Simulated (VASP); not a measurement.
# Ru (Pm-3m) in VASP: notebook

The runs below take Ru through single point, relaxation of cell and atoms, with PBEsol.

Program: VASP 6.6.1. These are calculated values, not measurements. Logs are shortened: lines on timing, memory, paths and dates and some standing lists are left out, and cuts for length are marked.

## 1. The cell of the first run

It takes space group Pm-3m (No. 221, cubic). The conventional cell has a = 2.480 Å, b = 2.480 Å, c = 2.480 Å, α = 90.00°, β = 90.00°, γ = 90.00°. Ru (site symmetry m-3m) has 6 Ru at 2.48 Å within 3.3 Å.

## 2. Single point, PBEsol

File INCAR:

```
PREC = Accurate ; ENCUT = 520
EDIFF = 1E-7 ; ISMEAR = 0
SIGMA = 0.1 ; LREAL = False
LASPH = True ; NELM = 80
ALGO = Normal ; ISIF = 2
LWAVE = False ; LCHARG = False
GGA = PS ; NBANDS = 13
```

File KPOINTS:

```
Automatic mesh
0
Gamma
  16 16 16
```

File POSCAR:

```
Ru
1.0
    2.4800752383      0.0000000000      0.0000000000
    0.0000000000      2.4800752383      0.0000000000
    0.0000000000      0.0000000000      2.4800752383
Ru
1
Direct
    0.0000000000      0.0000000000      0.0000000000
```

Potentials or basis: VASP PAW PBE potentials, release 64 (Ru_pv).

Command:

```sh
cat potpaw_PBE.64/Ru_pv/POTCAR > POTCAR
mpirun -np 1 vasp_std > vasp.out
```

OUTCAR:

```text
PREC = Accurate
   ENCUT = 520
   EDIFF = 1E-7
   ISMEAR = 0
   LREAL = False
   LASPH = True
   NELM = 80
   ISIF = 2
   GGA = PS

 ion  position               nearest neighbor table
   1  0.000  0.000  0.000-

  LATTYP: Found a simple cubic cell.
 ALAT       =     2.4800752383

  Lattice vectors:

 A1 = (   2.4800752383,   0.0000000000,   0.0000000000)
 A2 = (   0.0000000000,   2.4800752383,   0.0000000000)
 A3 = (   0.0000000000,   0.0000000000,   2.4800752383)

Analysis of symmetry for initial positions (statically):
=====================================================================
 Subroutine PRICEL returns:
 Original cell was already a primitive cell.

 Routine SETGRP: Setting up the symmetry group for a
 simple cubic supercell.

 Subroutine GETGRP returns: Found 48 space group operations
 (whereof 48 operations were pure point group operations)
 out of a pool of 48 trial point group operations.

The static configuration has the point symmetry O_h .

Analysis of symmetry for dynamics (positions and initial velocities):
=====================================================================
 Subroutine PRICEL returns:
 Original cell was already a primitive cell.

 Routine SETGRP: Setting up the symmetry group for a
 simple cubic supercell.

 Subroutine GETGRP returns: Found 48 space group operations
 (whereof 48 operations were pure point group operations)
 out of a pool of 48 trial point group operations.

The dynamic configuration has the point symmetry O_h .

 Subroutine INISYM returns: Found 48 space group operations
 (whereof 48 operations are pure point group operations),
 and found     1 'primitive' translations

----------------------------------------------------------------------------------------

                                     Primitive cell

  volume of cell :      15.2544

  direct lattice vectors                    reciprocal lattice vectors
     2.480075238  0.000000000  0.000000000     0.403213574  0.000000000  0.000000000
     0.000000000  2.480075238  0.000000000     0.000000000  0.403213574  0.000000000
     0.000000000  0.000000000  2.480075238     0.000000000  0.000000000  0.403213574

  length of vectors
     2.480075238  2.480075238  2.480075238     0.403213574  0.403213574  0.403213574

  position of ions in fractional coordinates (direct lattice)
     0.000000000  0.000000000  0.000000000

  ion indices of the primitive-cell ions
   primitive index   ion index
                 1           1

----------------------------------------------------------------------------------------

 KPOINTS: Automatic mesh

Automatic generation of k-mesh.
 Grid dimensions read from file:
 generate k-points for:   16   16   16

 Generating k-lattice:

  Cartesian coordinates                     Fractional coordinates (reciprocal lattice)
     0.025200848  0.000000000  0.000000000     0.062500000  0.000000000  0.000000000
     0.000000000  0.025200848  0.000000000     0.000000000  0.062500000  0.000000000
     0.000000000  0.000000000  0.025200848     0.000000000  0.000000000  0.062500000

  Length of vectors
     0.025200848  0.025200848  0.025200848

  Shift w.r.t. Gamma in fractional coordinates (k-lattice)
     0.000000000  0.000000000  0.000000000

 Subroutine IBZKPT returns following result:
 ===========================================

 Found    165 irreducible k-points:

 Following reciprocal coordinates:
            Coordinates               Weight
  0.000000  0.000000  0.000000      1.000000
  0.062500  0.000000  0.000000      6.000000
  0.125000  0.000000  0.000000      6.000000
  0.187500  0.000000  0.000000      6.000000
  0.250000  0.000000  0.000000      6.000000
  0.312500  0.000000  0.000000      6.000000
[... 16 lines left out ...]
  0.437500  0.125000  0.000000     24.000000
  0.500000  0.125000  0.000000     12.000000
 [... further k-points ...]
   k-points           NKPTS =    165   k-points in BZ     NKDIM =    165   number of bands    NBANDS=     13
   number of dos      NEDOS =    301   number of ions     NIONS =      1
   total plane-waves  NPLWV =   5832
   dimension x,y,z NGX =    18 NGY =   18 NGZ =   18
   dimension x,y,z NGXF=    36 NGYF=   36 NGZF=   36
   ions per type =               1
   NGX,Y,Z   is equivalent  to a cutoff of  12.07, 12.07, 12.07 a.u.
   NGXF,Y,Z  is equivalent  to a cutoff of  24.13, 24.13, 24.13 a.u.
 SYSTEM =  unknown system
   PREC   = accura    normal or accurate (medium, high low for compatibility)
   ISTART =      0    job   : 0-new  1-cont  2-samecut
   ICHARG =      2    charge: 1-file 2-atom 10-const
   ISPIN  =      1    spin polarized calculation?
   LNONCOLLINEAR =      F non collinear calculations
   LSORBIT =      F    spin-orbit coupling
   LASPH  =      T    aspherical Exc in radial PAW
   ENCUT  =  520.0 eV  38.22 Ry    6.18 a.u.   4.61  4.61  4.61*2*pi/ulx,y,z
   NELM   =     80;   NELMIN=  2; NELMDL= -5     # of ELM steps
   EDIFF  = 0.1E-06   stopping-criterion for ELM
   LREAL  =      F    real-space projection
   EDIFFG = 0.1E-05   stopping-criterion for IOM
   NSW    =      0    number of steps for IOM
   IBRION =     -1    ionic relax: 0-MD 1-quasi-New 2-CG
   NFREE  =      0    steps in history (QN), initial steepest desc. (CG)
   ISIF   =      2    stress and relaxation
   ISYM   =      2    0-nonsym 1-usesym 2-fastsym
   POTIM  = 0.5000    time-step for ionic-motion
   TEBEG  =    0.0;   TEEND  =   0.0 temperature during run
   PSTRESS=    0.0 pullay stress
   NELECT =      14.0000    total number of electrons
   NUPDOWN=      -1.0000    fix difference up-down
   EMIN   =  10.00;   EMAX   =-10.00  energy-range for DOS
   EFERMI =   0.00;   METHOD = LEGACY
   ISMEAR =     0;   SIGMA  =   0.10  broadening in eV -4-tet -1-fermi 0-gaus
   EFERMI_NEDOS =   21; number of points for ismear=-14 and -15
   IALGO  =     38    algorithm
   IMIX   =      4    mixing-type and parameters
     AMIX     =   0.40;   BMIX     =  1.00
     AMIX_MAG =   1.60;   BMIX_MAG =  1.00
  volume/ion in A,a.u.               =      15.25       102.94
  Fermi-wavevector in a.u.,A,eV,Ry     =   1.590936  3.006433 34.437389  2.531077
  Thomas-Fermi vector in A             =   2.689554
   LORBIT       =      0    0 simple, 1 ext, 2 COOP (PROOUT), +10 PAW based schemes
   GGA     = PS    functional components
   LHFCALC =     F    Hartree Fock is set to
   AEXX    =    0.0000 exact exchange contribution
   IVDW    =     0    specifies the selected vdW correction
   LEPSILON=     F    determine dielectric tensor
   LRPA    =     F    only Hartree local field effects (RPA)
 non-spin polarized calculation
 Gauss-broadening in eV      SIGMA  =   0.10
  energy-cutoff  :      520.00
  volume of cell :       15.25
 maximum number of plane-waves:       437
   NGX =  9   NGY =  9   NGZ =  9

 number of electron      13.9999995 magnetization

 Free energy of the ion-electron system (eV)
  ---------------------------------------------------
  ext. energy  EPLUGINS =         0.00000000
  ---------------------------------------------------
  free energy    TOTEN  =        -8.95079404 eV

  energy without entropy =       -8.94528507  energy(sigma->0) =       -8.94803956

 E-fermi :  10.9714     XC(G=0): -13.4157

 val. band max:       10.9452935924   @ k =   0.4375   0.2500   0.1875
 cond. band min:      10.9767263215   @ k =   0.3125   0.3125   0.0625
 fundamental gap:      0.0314327291
 Fermi energy:        10.9713675131

 k-point     1 :       0.0000    0.0000    0.0000
  band No.  band energies     occupation
      1     -31.4141      2.00000
      2     -31.4141      2.00000
      3     -31.4141      2.00000
      4       3.5302      2.00000
      5       5.3451      2.00000
      6       5.3451      2.00000
      7      12.6852      0.00000
      8      12.6852      0.00000
      9      12.6852      0.00000
     10      21.7073      0.00000
     11      27.8073      0.00000
     12      27.8073      0.00000
     13      27.8073      0.00000

 k-point     2 :       0.0625    0.0000    0.0000
  band No.  band energies     occupation
      1     -31.4616      2.00000
      2     -31.4101      2.00000
      3     -31.4101      2.00000
      4       3.6543      2.00000
      5       5.3728      2.00000
      6       5.4738      2.00000
      7      12.5508      0.00000
      8      12.5508      0.00000
      9      12.6954      0.00000
     10      21.7073      0.00000
     11      27.0625      0.00000
     12      28.0397      0.00000
     13      28.0397      0.00000

 k-point     3 :       0.1250    0.0000    0.0000
  band No.  band energies     occupation
      1     -31.5958      2.00000
      2     -31.3986      2.00000
      3     -31.3986      2.00000
      4       3.9895      2.00000
      5       5.4529      2.00000
      6       5.8750      2.00000
      7      12.1857      0.00000
      8      12.1857      0.00000
      9      12.7245      0.00000
     10      21.7070      0.00000
     11      25.4446      0.00000
     12      28.6919      0.00000
     13      28.6919      0.00000

 k-point     4 :       0.1875    0.0000    0.0000
  band No.  band energies     occupation
      1     -31.7933      2.00000
      2     -31.3815      2.00000
      3     -31.3815      2.00000
      4       4.4475      2.00000
      5       5.5752      2.00000
      6       6.5702      2.00000
      7      11.6807      0.00000
      8      11.6807      0.00000
      9      12.7683      0.00000
     10      21.7058      0.00000
     11      23.6473      0.00000
     12      29.6538      0.00000
     13      29.6538      0.00000

 k-point     5 :       0.2500    0.0000    0.0000
  band No.  band energies     occupation
      1     -32.0214      2.00000
      2     -31.3612      2.00000
      3     -31.3612      2.00000
      4       4.9473      2.00000
      5       5.7241      2.00000
      6       7.5233      2.00000
      7      11.1365      0.01951
      8      11.1365      0.01951
      9      12.8204      0.00000
     10      21.6914      0.00000
     11      21.9763      0.00000
     12      30.2330      0.00000
     13      30.7982      0.00000

 k-point     6 :       0.3125    0.0000    0.0000
  band No.  band energies     occupation
      1     -32.2444      2.00000
      2     -31.3409      2.00000
      3     -31.3409      2.00000
      4       5.4406      2.00000
      5       5.8782      2.00000
      6       8.6057      2.00000
      7      10.6367      2.00000
      8      10.6367      2.00000
      9      12.8731      0.00000
     10      20.5279      0.00000
     11      21.7121      0.00000
     12      29.0202      0.00000
     13      32.0062      0.00000

 k-point     7 :       0.3750    0.0000    0.0000
  band No.  band energies     occupation
      1     -32.4299      2.00000
      2     -31.3236      2.00000
      3     -31.3236      2.00000
      4       5.8792      2.00000
      5       6.0134      2.00000
      6       9.6181      2.00000
      7      10.2415      2.00000
      8      10.2415      2.00000
      9      12.9182      0.00000
     10      19.4634      0.00000
     11      21.7103      0.00000
     12      28.1160      0.00000
     13      33.1570      0.00000
[... 193 lines left out ...]
 k-point    20 :       0.2500    0.1250    0.0000
  band No.  band energies     occupation
      1     -32.0022      2.00000
      2     -31.5384      2.00000
      3     -31.3461      2.00000
      4       5.3257      2.00000
      5       6.1892      2.00000
      6       7.5886      2.00000
      7      10.7536      1.99793
      8      11.1929      0.00173
      9      12.3632      0.00000
     10      21.7033      0.00000
     11      22.5868      0.00000
     12      27.6796      0.00000
     13      31.0838      0.00000

 k-point    21 :       0.3125    0.1250    0.0000
  band No.  band energies     occupation
      1     -32.2237      2.00000
      2     -31.5165      2.00000
      3     -31.3259      2.00000
      4       5.7453      2.00000
      5       6.4024      2.00000
      6       8.2727      2.00000
      7      10.7026      1.99986
      8      10.7116      1.99976
      9      12.4242      0.00000
     10      21.0338      0.00000
     11      21.7140      0.00000
     12      28.2262      0.00000
     13      30.3893      0.00000

 k-point    22 :       0.3750    0.1250    0.0000
  band No.  band energies     occupation
      1     -32.4080      2.00000
      2     -31.4979      2.00000
      3     -31.3088      2.00000
      4       6.0778      2.00000
      5       6.6604      2.00000
      6       8.3847      2.00000
      7      10.3135      2.00000
      8      11.3189      0.00000
      9      12.4773      0.00000
     10      19.7813      0.00000
     11      21.7101      0.00000
     12      28.2000      0.00000
     13      30.4590      0.00000

 k-point    23 :       0.4375    0.1250    0.0000
  band No.  band energies     occupation
      1     -32.5293      2.00000
      2     -31.4854      2.00000
      3     -31.2972      2.00000
      4       6.2698      2.00000
      5       6.9414      2.00000
      6       8.1888      2.00000
      7      10.0653      2.00000
      8      12.0888      0.00000
      9      12.5133      0.00000
     10      18.9134      0.00000
     11      21.7096      0.00000
     12      27.9172      0.00000
     13      31.0006      0.00000

 k-point    24 :       0.5000    0.1250    0.0000
  band No.  band energies     occupation
      1     -32.5716      2.00000
      2     -31.4810      2.00000
      3     -31.2932      2.00000
      4       6.3296      2.00000
      5       7.0870      2.00000
      6       8.0621      2.00000
      7       9.9802      2.00000
      8      12.4261      0.00000
      9      12.5260      0.00000
     10      18.5895      0.00000
     11      21.7095      0.00000
     12      27.7917      0.00000
     13      31.4428      0.00000

 [... further k-points ...]
[... 5 lines left out ...]
  --------------------------------------------------------------------------------------
  -------------------------------------------------------------------------------------
  Total        0.0162012      0.0162012      0.0162012     -0.0000000      0.0000000      0.0000000
  in kB        1.7016254      1.7016254      1.7016254     -0.0000000      0.0000000      0.0000000
  external PRESSURE =       1.7016254 kB  Pullay stress =       0.0000000 kB

 VOLUME and BASIS-vectors are now :
 -----------------------------------------------------------------------------
  energy-cutoff  :      520.00
  volume of cell :       15.25
      direct lattice vectors                 reciprocal lattice vectors
     2.480075238  0.000000000  0.000000000     0.403213574  0.000000000  0.000000000
     0.000000000  2.480075238  0.000000000     0.000000000  0.403213574  0.000000000
     0.000000000  0.000000000  2.480075238     0.000000000  0.000000000  0.403213574

 POSITION                                       TOTAL-FORCE (eV/Angst)
 -----------------------------------------------------------------------------------
      0.00000      0.00000      0.00000         0.000000      0.000000      0.000000
 -----------------------------------------------------------------------------------
    total drift:                                0.000000      0.000000      0.000000

  FREE ENERGIE OF THE ION-ELECTRON SYSTEM (eV)
  ---------------------------------------------------
  free  energy   TOTEN  =        -8.9507940441 eV

  energy  without entropy=       -8.9452850717  energy(sigma->0) =       -8.94803956
```

It took 8.1 s on 1 thread of Intel Xeon 6975P-C (Granite Rapids), shared host; peak memory 0.14 GiB.

What came out:

```
Free energy            : -8.9508 eV
Pressure               : 0.2 GPa
Band gap on the k mesh : zero (band 7 reaches 14.89 eV, above the bottom of band 8 at 9.78 eV)
```

Levels at points of the mesh, in eV from the Fermi level:
| k point | band 3 | band 4 | band 5 | band 6 | band 7 | band 8 | band 9 | band 10 | band 11 | band 12 |
| --- | --- | --- | --- | --- | --- | --- | --- | --- | --- | --- |
| (0.00, 0.00, 0.00) | -42.39 | -7.44 | -5.63 | -5.63 | 1.71 | 1.71 | 1.71 | 10.74 | 16.84 | 16.84 |
| (0.50, 0.00, 0.00) | -42.28 | -4.83 | -4.66 | -1.07 | -1.07 | -0.38 | 1.99 | 7.65 | 10.74 | 16.40 |
| (0.50, 0.50, 0.00) | -42.18 | -6.43 | -3.78 | -0.52 | -0.52 | 3.73 | 5.72 | 5.72 | 10.73 | 14.09 |
| (0.50, 0.50, 0.50) | -43.26 | -5.00 | -5.00 | -5.00 | 3.92 | 3.92 | 9.00 | 10.73 | 12.96 | 12.96 |

Caveat: the PAW data sets were made with another functional, which shifts forces and pressure a little.

## 3. Relaxation of cell and atoms, PBEsol

File INCAR:

```
SYSTEM = Ru
  PREC = Accurate
  ENCUT = 600
  EDIFF = 1E-7
  ISMEAR = 0
  SIGMA = 0.1
  LREAL = .False.
  LASPH = .True.
  NELM = 100
  ALGO = Normal
  ISIF = 3
  LWAVE = .False.
  LCHARG = .False.
  GGA = PS
  IBRION = 2
  NSW = 100
  EDIFFG = -0.01
```

File KPOINTS:

```
Automatic mesh
0
Gamma
  16 16 16
  0 0 0
```

File POSCAR:

```
Ru
1.0
    2.4794474547      0.0000000000      0.0000000000
    0.0000000000      2.4794474547      0.0000000000
    0.0000000000      0.0000000000      2.4794474547
Ru
1
Direct
    0.0000000000      0.0000000000      0.0000000000
```

Potentials or basis: VASP PAW PBE potentials, release 64 (Ru_pv).

Command:

```sh
cat potpaw_PBE.64/Ru_pv/POTCAR > POTCAR
mpirun -np 1 vasp_std > vasp.out
```

It took 17 s on 1 thread of Intel Xeon 6975P-C (Granite Rapids), shared host; peak memory 0.15 GiB.

Results (log left out):

```
Free energy                            : -8.9509 eV
Relaxed volume                         : 15.26 Å³/atom
Relaxed cell                           : a = 2.481 Å, b = 2.481 Å, c = 2.481 Å, α = 90.00°, β = 90.00°, γ = 90.00°
Space group after relaxing (to 0.05 Å) : Pm-3m (No. 221)
Energy gained by relaxing              : 0.0 meV/atom
Ionic steps                            : 3
Pressure after relaxing                : 0.0 GPa
Band gap on the k mesh                 : zero (band 7 reaches 14.88 eV, above the bottom of band 8 at 9.77 eV)
```

Final structure:
```yaml
crystal:
  lattice:
    - [2.48054, 0.00000, 0.00000]
    - [0.00000, 2.48054, 0.00000]
    - [0.00000, 0.00000, 2.48054]
  atoms:
    - { symbol: Ru, position: [0.00000, 0.00000, 0.00000] }
```

Levels at points of the mesh, in eV from the Fermi level:
```csv
k point,band 5,band 6,band 7,band 8,band 9,band 10
"(0.00, 0.00, 0.00)",-5.62,-5.62,1.71,1.71,1.71,10.74
"(0.50, 0.00, 0.00)",-4.66,-1.07,-1.07,-0.37,1.99,7.65
"(0.50, 0.50, 0.00)",-3.78,-0.52,-0.52,3.73,5.72,5.72
"(0.50, 0.50, 0.50)",-4.99,-4.99,3.92,3.92,9.00,10.74
```

Caveat: the PAW data sets were made with another functional, which shifts forces and pressure a little.

[end of part 1 of 2]
